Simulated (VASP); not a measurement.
# GaN (F-43m) in VASP: notebook

Aim: see how the results for GaN move with the level of theory and the settings. Levels: BHLYP, r2SCANh. Tasks: single point.

Program: VASP 6.6.1. These are calculated values, not measurements. Logs are shortened: lines on timing, memory, paths and dates and some standing lists are left out, and cuts for length are marked.

**1. The cell of the first run**

The structure is cubic, space group F-43m (No. 216). Conventional cell: a = 4.477 Å, b = 4.477 Å, c = 4.477 Å, α = 90.00°, β = 90.00°, γ = 90.00°. Within 2.6 Å of Ga (site symmetry -43m) lie 4 N at 1.94 Å. N (site symmetry -43m) has 4 Ga at 1.94 Å within 2.6 Å.

**2. Single point, BHLYP**

POSCAR

```
GaN
1.0
    0.0000000000      2.2383759866      2.2383759866
    2.2383759866      0.0000000000      2.2383759866
    2.2383759866      2.2383759866      0.0000000000
Ga N
1 1
Direct
    0.0000000000      0.0000000000      0.0000000000
    0.2500000000      0.2500000000      0.2500000000
```

INCAR.step1

```
SYSTEM = GaN
ALGO = Normal ; EDIFF = 1E-5
ENCUT = 1000 ; GGA = PE
GGA_COMPAT = .FALSE. ; ISIF = 2
ISMEAR = -1 ; LASPH = .TRUE.
LREAL = .FALSE. ; LWAVE = .TRUE.
NBANDS = 16 ; NELM = 120
PREC = Accurate ; SIGMA = 0.05
```

INCAR.step2

```
SYSTEM = GaN
AEXX = 0.5 ; AGGAC = 1.0
AGGAX = 0.5 ; ALDAC = 0.0
ALDAX = 0.5 ; ALGO = Normal
EDIFF = 1E-6 ; ENCUT = 1000
GGA = B5 ; GGA_COMPAT = .FALSE.
ISIF = 2 ; ISMEAR = -1
ISTART = 1 ; LASPH = .TRUE.
LCHARG = .TRUE. ; LELF = .TRUE.
LHFCALC = .TRUE. ; LREAL = .FALSE.
LVHAR = .TRUE. ; LWAVE = .FALSE.
NBANDS = 16 ; NELM = 120
PREC = Accurate ; PRECFOCK = Normal
SIGMA = 0.05
```

KPOINTS

```
k-points
0
G
  5 5 5
  0 0 0
```

Potentials or basis: VASP PAW PBE potentials, release 64 (Ga_d, N_h).

Started as:

```
$ cat potpaw_PBE.64/Ga_d/POTCAR potpaw_PBE.64/N_h/POTCAR > POTCAR
$ cp INCAR.step1 INCAR
$ mpirun -np 1 vasp_std > vasp.out
$ cp INCAR.step2 INCAR
$ mpirun -np 1 vasp_std > vasp.out
```

OUTCAR:

```text
SYSTEM = GaN
   AEXX = 0.5
   EDIFF = 1E-6
   ENCUT = 1000
   GGA = B5
   ISIF = 2
   ISMEAR = -1
   ISTART = 1
   LASPH = .TRUE.
   LHFCALC = .TRUE.
   LREAL = .FALSE.
   NELM = 120
   PREC = Accurate
   PRECFOCK = Normal

 ion  position               nearest neighbor table
   1  0.000  0.000  0.000-   2 1.94   2 1.94   2 1.94   2 1.94
   2  0.250  0.250  0.250-   1 1.94   1 1.94   1 1.94   1 1.94

  LATTYP: Found a face centered cubic cell.
 ALAT       =     4.4767519732

  Lattice vectors:

 A1 = (   0.0000000000,   2.2383759866,   2.2383759866)
 A2 = (   2.2383759866,   0.0000000000,   2.2383759866)
 A3 = (   2.2383759866,   2.2383759866,   0.0000000000)

Analysis of symmetry for initial positions (statically):
=====================================================================
 Subroutine PRICEL returns:
 Original cell was already a primitive cell.

 Routine SETGRP: Setting up the symmetry group for a
 face centered cubic supercell.

 Subroutine GETGRP returns: Found 24 space group operations
 (whereof 24 operations were pure point group operations)
 out of a pool of 48 trial point group operations.

The static configuration has the point symmetry T_d .

Analysis of symmetry for dynamics (positions and initial velocities):
=====================================================================
 Subroutine PRICEL returns:
 Original cell was already a primitive cell.

 Routine SETGRP: Setting up the symmetry group for a
 face centered cubic supercell.

 Subroutine GETGRP returns: Found 24 space group operations
 (whereof 24 operations were pure point group operations)
 out of a pool of 48 trial point group operations.

The dynamic configuration has the point symmetry T_d .

 Subroutine INISYM returns: Found 24 space group operations
 (whereof 24 operations are pure point group operations),
 and found     1 'primitive' translations

----------------------------------------------------------------------------------------

                                     Primitive cell

  volume of cell :      22.4300

  direct lattice vectors                    reciprocal lattice vectors
     0.000000000  2.238375987  2.238375987    -0.223376235  0.223376235  0.223376235
     2.238375987  0.000000000  2.238375987     0.223376235 -0.223376235  0.223376235
[... 75 lines left out ...]
   NFREE  =      0    steps in history (QN), initial steepest desc. (CG)
   ISIF   =      2    stress and relaxation
   ISYM   =      3    0-nonsym 1-usesym 2-fastsym
   POTIM  = 0.5000    time-step for ionic-motion
   TEBEG  =    0.0;   TEEND  =   0.0 temperature during run
   PSTRESS=    0.0 pullay stress
   NELECT =      18.0000    total number of electrons
   NUPDOWN=      -1.0000    fix difference up-down
   EMIN   =  10.00;   EMAX   =-10.00  energy-range for DOS
   EFERMI =   0.00;   METHOD = LEGACY
   ISMEAR =    -1;   SIGMA  =   0.05  broadening in eV -4-tet -1-fermi 0-gaus
   EFERMI_NEDOS =   21; number of points for ismear=-14 and -15
   IALGO  =     38    algorithm
   IMIX   =      1    mixing-type and parameters
     AMIX     =   0.40;   BMIX     =  1.00
     AMIX_MAG =   1.60;   BMIX_MAG =  1.00
  volume/ion in A,a.u.               =      11.21        75.68
  Fermi-wavevector in a.u.,A,eV,Ry     =   1.521327  2.874892 31.489820  2.314436
  Thomas-Fermi vector in A             =   2.630057
   LORBIT       =      0    0 simple, 1 ext, 2 COOP (PROOUT), +10 PAW based schemes
   GGA     = B5    functional components
   LHFCALC =     T    Hartree Fock is set to
   PRECFOCK=normal    Normal, Fast or Accurate (Low or Medium for compatibility)
   ENCUT4O =  -1.0   cutoff for four orbital integrals eV
   NKREDX  =     1    reduce k-point grid by
   NKREDY  =     1    reduce k-point grid by
   NKREDZ  =     1    reduce k-point grid by
   AEXX    =    0.5000 exact exchange contribution
   HFSCREEN=    0.0000 screening length (either q_TF or 0.3 A-1)
   HFSCREENC=   0.0000 screening length for correlation (either q_TF or 0.3 A-1)
   ENCUTFOCK=  -1.0 apply spherical cutoff to Coloumb kernel
   IVDW    =     0    specifies the selected vdW correction
   LEPSILON=     F    determine dielectric tensor
   LRPA    =     F    only Hartree local field effects (RPA)
 non-spin polarized calculation
  energy-cutoff  :     1000.00
  volume of cell :       22.43
 maximum number of plane-waves:      1639
 NGX is ok and might be reduce to    36
  NGX = 28; NGY = 28; NGZ = 28

 number of electron      17.9999999 magnetization

 Free energy of the ion-electron system (eV)
  ---------------------------------------------------
  ext. energy  EPLUGINS =         0.00000000
  ---------------------------------------------------
  free energy    TOTEN  =       -18.20928559 eV

  energy without entropy =      -18.20928559  energy(sigma->0) =      -18.20928559

 E-fermi :   4.8274     XC(G=0):  -6.1834

 val. band max:        3.6881804977   @ k =   0.0000   0.0000   0.0000
 cond. band min:       9.8622832735   @ k =   0.0000   0.0000   0.0000
 fundamental gap:      6.1741027757
 Fermi energy:         4.8274213504

 k-point     1 :       0.0000    0.0000    0.0000
  band No.  band energies     occupation
      1     -15.3430      2.00000
      2     -14.1351      2.00000
      3     -14.1351      2.00000
      4     -14.1351      2.00000
      5     -13.8016      2.00000
      6     -13.8016      2.00000
[... 167 lines left out ...]
      3     -13.9498      2.00000
      4     -13.8470      2.00000
      5     -13.7787      2.00000
      6     -10.9929      2.00000
[... 8 lines left out ...]
     15      28.7000      0.00000
     16      33.1807      0.00000

------------------------ aborting loop because EDIFF is reached ----------------------------------------

  FORCE on cell =-STRESS in cart. coord.  units (eV):
  Direction    XX          YY          ZZ          XY          YZ          ZX
  --------------------------------------------------------------------------------------
  -------------------------------------------------------------------------------------
  Total        0.4782729      0.4782729      0.4782729      0.0000000      0.0000000     -0.0000000
  in kB       34.1631001     34.1631001     34.1631001      0.0000000      0.0000000     -0.0000000
  external PRESSURE =      34.1631001 kB  Pullay stress =       0.0000000 kB

 VOLUME and BASIS-vectors are now :
 -----------------------------------------------------------------------------
  energy-cutoff  :     1000.00
  volume of cell :       22.43
      direct lattice vectors                 reciprocal lattice vectors
     0.000000000  2.238375987  2.238375987    -0.223376235  0.223376235  0.223376235
     2.238375987  0.000000000  2.238375987     0.223376235 -0.223376235  0.223376235
     2.238375987  2.238375987  0.000000000     0.223376235  0.223376235 -0.223376235

 POSITION                                       TOTAL-FORCE (eV/Angst)
 -----------------------------------------------------------------------------------
      0.00000      0.00000      0.00000        -0.000000      0.000000     -0.000000
      1.11919      1.11919      1.11919         0.000000     -0.000000      0.000000
 -----------------------------------------------------------------------------------
    total drift:                                0.000018      0.000012      0.000015

  FREE ENERGIE OF THE ION-ELECTRON SYSTEM (eV)
  ---------------------------------------------------
  free  energy   TOTEN  =       -18.2092855873 eV

  energy  without entropy=      -18.2092855873  energy(sigma->0) =      -18.20928559
```

OUTCAR.step1:

```text
SYSTEM = GaN
   EDIFF = 1E-5
   ENCUT = 1000
   GGA = PE
   ISIF = 2
   ISMEAR = -1
   LASPH = .TRUE.
[... 394 lines left out ...]
      0.00000      0.00000      0.00000        -0.000000     -0.000000     -0.000000
      1.11919      1.11919      1.11919         0.000000      0.000000      0.000000
 -----------------------------------------------------------------------------------
    total drift:                               -0.000000     -0.000000     -0.000000

  FREE ENERGIE OF THE ION-ELECTRON SYSTEM (eV)
  ---------------------------------------------------
  free  energy   TOTEN  =       -12.1152620919 eV

  energy  without entropy=      -12.1152620914  energy(sigma->0) =      -12.11526209
```

It took 18 min on 1 thread of Intel Xeon 6975P-C (Granite Rapids), shared host; peak memory 0.23 GiB.

Results:

```yaml
Free_energy: -18.2093 eV
Pressure: 3.4 GPa
Band_gap_on_the_k_mesh: 6.17 eV
```

Levels at points of the mesh, in eV from the valence-band top:
```tsv
k point	band 5	band 6	band 7	band 8	band 9	band 10	band 11	band 12	band 13	band 14
(0.00, 0.00, 0.00)	-17.49	-17.49	0.00	0.00	0.00	6.17	15.34	15.34	15.34	23.27
```

Caveat: the k points lie up to 0.49 Å⁻¹ apart; the PAW data sets were made with another functional, which shifts forces and pressure a little.

**3. Single point, r2SCANh**

This run uses another cell than the first one, of 11.44 Å³/atom.

POSCAR

```
GaN
1.0
    0.0000000000      2.2535006075      2.2535006075
    2.2535006075      0.0000000000      2.2535006075
    2.2535006075      2.2535006075      0.0000000000
Ga N
1 1
Direct
    0.0000000000      0.0000000000      0.0000000000
    0.2500000000      0.2500000000      0.2500000000
```

INCAR.step1

```
SYSTEM = GaN
ALGO     = Normal         ! electronic algorithm
EDIFF    = 1E-5           ! SCF threshold, eV
ENCUT    = 1080           ! plane-wave cutoff, eV
GGA      = PE             ! functional
GGA_COMPAT= .FALSE.      
ISIF     = 2              ! what is computed and relaxed
ISMEAR   = -1             ! smearing method
LASPH    = .TRUE.         ! aspherical terms in the spheres
LCHARG   = .FALSE.        ! write CHGCAR
LREAL    = .FALSE.        ! projectors in reciprocal space
LWAVE    = .TRUE.         ! write WAVECAR
NBANDS   = 16             ! bands
NELM     = 120            ! most SCF steps
PREC     = Accurate       ! precision mode
SIGMA    = 0.05           ! smearing width, eV
```

INCAR.step2

```
SYSTEM = GaN
AEXX     = 0.1            ! exact-exchange fraction
ALGO     = Normal         ! electronic algorithm
EDIFF    = 1E-6           ! SCF threshold, eV
ENCUT    = 1080           ! plane-wave cutoff, eV
GGA_COMPAT= .FALSE.      
ISIF     = 2              ! what is computed and relaxed
ISMEAR   = -1             ! smearing method
ISTART   = 1            
LASPH    = .TRUE.         ! aspherical terms in the spheres
LCHARG   = .FALSE.        ! write CHGCAR
LHFCALC  = .TRUE.         ! exact exchange
LMIXTAU  = .TRUE.       
LREAL    = .FALSE.        ! projectors in reciprocal space
LWAVE    = .FALSE.        ! write WAVECAR
METAGGA  = R2SCAN         ! meta-GGA
NBANDS   = 16             ! bands
NELM     = 120            ! most SCF steps
PREC     = Accurate       ! precision mode
PRECFOCK = Normal       
SIGMA    = 0.05           ! smearing width, eV
```

KPOINTS is that of step 2.

Potentials or basis: VASP PAW PBE potentials, release 64 (Ga_d, N_h).

Started as:

```
$ cat potpaw_PBE.64/Ga_d/POTCAR potpaw_PBE.64/N_h/POTCAR > POTCAR
$ cp INCAR.step1 INCAR
$ mpirun -np 1 vasp_std > vasp.out
$ cp INCAR.step2 INCAR
$ mpirun -np 1 vasp_std > vasp.out
```

It took 35 min on 1 thread of AMD EPYC 7R43 (Zen 3), shared host; peak memory 0.2 GiB.

It converged, with:

```
Free energy            : -22.3614 eV
Pressure               : -1.8 GPa
Band gap on the k mesh : 2.86 eV
```

Levels at points of the mesh, in eV from the valence-band top:
| k point | band 7 | band 8 | band 9 | band 10 | band 11 | band 12 |
| --- | --- | --- | --- | --- | --- | --- |
| (0.00, 0.00, 0.00) | 0.00 | 0.00 | 0.00 | 2.86 | 11.86 | 11.86 |

Caveat: the k points lie up to 0.48 Å⁻¹ apart; the PAW data sets were made with another functional, which shifts forces and pressure a little.
